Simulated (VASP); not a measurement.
Hf:

```
Hf
1.0
     0.00000    2.23672    2.23672
     2.23672    0.00000    2.23672
     2.23672    2.23672    0.00000
Hf
1
Direct
  0.00000 0.00000 0.00000
```

```yaml
Program: VASP 6.6.1
Task: relaxation of cell and atoms
Functional: LDA
Potentials_or_basis: VASP PAW LDA potentials, release 64 (Hf_pv)
Cutoff: 600 eV
k_mesh: 12 × 12 × 12
Occupations: fermi-dirac, width 0.1 eV
Spin: no spin polarisation
```

At the start: pressure -7.7 GPa; volume 22.38 Å³/atom.

**Question.** How do energy, volume and symmetry change on relaxing?

**Answer.** Over 4 steps the energy falls by 41.7 meV/atom and the volume is 20.72 Å³/atom (-7.4 %); space group Fm-3m (No. 225, to 0.05 Å).

Step by step:
```tsv
step	energy change (eV)	largest force (eV/Å)	pressure (GPa)	volume (Å³)
1	0.0000	0.0000	-7.67	22.38
2	0.0105	0.0000	10.84	19.09
3	-0.0417	0.0000	-0.14	20.75
4	-0.0417	0.0000	0.03	20.72
```

Final structure:
```
CELL_PARAMETERS angstrom
0.00000 2.18009 2.18009
2.18009 0.00000 2.18009
2.18009 2.18009 0.00000
ATOMIC_POSITIONS crystal
Hf 0.00000 0.00000 0.00000
```
